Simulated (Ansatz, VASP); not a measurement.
# HfO2: VASP beside Ansatz

INCAR

```
SYSTEM = HfO2
PREC = Accurate
ENCUT = 520
EDIFF = 1E-6
ISMEAR = -1
SIGMA = 0.05
LREAL = .False.
LASPH = .True.
NELM = 60
ALGO = Normal
ISIF = 2
LWAVE = .False.
LCHARG = .False.
GGA = PE
IVDW = 13
NBANDS = 56
```

KPOINTS

```
regular mesh
0
Gamma
  5 6 5
  0 0 0
```

POSCAR

```
HfO2
1.0
    5.2194633600      0.0000000000      0.0000000000
    0.0000000000      5.0047636900      0.0000000000
    0.0000000000      0.0000000000      5.0326850500
Hf O
4 8
Direct
    0.9669940000      0.7325208200      0.7414403500
    0.5330060000      0.7325208200      0.2414403500
    0.4669940000      0.2674791800      0.7414403500
    0.0330060000      0.2674791800      0.2414403500
    0.6321274500      0.9286454000      0.8792672600
    0.8678725500      0.9286454000      0.3792672600
    0.2339485200      0.5398830500      0.4922923900
    0.2660514800      0.5398830500      0.9922923900
    0.7660514800      0.4601169500      0.9922923900
    0.7339485200      0.4601169500      0.4922923900
    0.1321274500      0.0713546000      0.8792672600
    0.3678725500      0.0713546000      0.3792672600
```

input.yaml

```yaml
crystal:
  lattice:
    - [5.21946336, 0.0, 0.0]
    - [0.0, 5.00476369, 0.0]
    - [0.0, 0.0, 5.03268505]
  atoms:
    - { symbol: Hf, position: [0.966994, 0.73252082, 0.74144035] }
    - { symbol: Hf, position: [0.533006, 0.73252082, 0.24144035] }
    - { symbol: Hf, position: [0.466994, 0.26747918, 0.74144035] }
    - { symbol: Hf, position: [0.033006, 0.26747918, 0.24144035] }
    - { symbol: O, position: [0.63212745, 0.9286454, 0.87926726] }
    - { symbol: O, position: [0.86787255, 0.9286454, 0.37926726] }
    - { symbol: O, position: [0.23394852, 0.53988305, 0.49229239] }
    - { symbol: O, position: [0.26605148, 0.53988305, 0.99229239] }
    - { symbol: O, position: [0.76605148, 0.46011695, 0.99229239] }
    - { symbol: O, position: [0.73394852, 0.46011695, 0.49229239] }
    - { symbol: O, position: [0.13212745, 0.0713546, 0.87926726] }
    - { symbol: O, position: [0.36787255, 0.0713546, 0.37926726] }
hamiltonian:
  xc: pbe
  pseudopotentials: { kind: paw }
  dispersion: d4
kpoints:
  mp_grid: { grid: [5, 6, 5] }
scf:
  occupations: { method: fermi_dirac, width: 0.05 }
output:
  forces: true
  stress: true
  eigenvalues: true
  write_density: true
  write_potential: true
  elf: true
  volumetric_format: npy
```

Alike in both runs: task single point; functional PBE; dispersion D4; k mesh 5 × 6 × 5; occupations fermi-dirac, width 0.05 eV; no spin polarisation.

```csv
,VASP,Ansatz
version,VASP 6.6.1,Ansatz 0.2.0
potentials or method,"VASP PAW PBE potentials, release 64 (Hf_pv, O)",Ansatz PAW
plane-wave cutoff (eV),520,420
valence electrons in the cell,88,152
```

```csv
,VASP,Ansatz,Ansatz less VASP
gap on the k mesh at the Fermi level (eV),4.44,4.48,+0.045
least direct gap on the mesh (eV),4.64,4.68,+0.037
pressure (GPa),3.0,6.4,+3.41
"traceless stress, the component that is largest in VASP (GPa)",0.14,0.14,-0.005
rms of the force components (eV/Å),0.026,0.051,+0.0248
```

Atom by atom the forces differ by 0.029 eV/Å (rms over components). VASP's potentials hold 88 valence electrons a cell and Ansatz's 152, so a difference there can come from the potentials and not from the codes.

Neither program's run includes spin-orbit coupling. Noted on Ansatz's run: odd divisions of the mesh miss points on the zone boundary, where band edges often lie, so the gap on the mesh can be too wide.
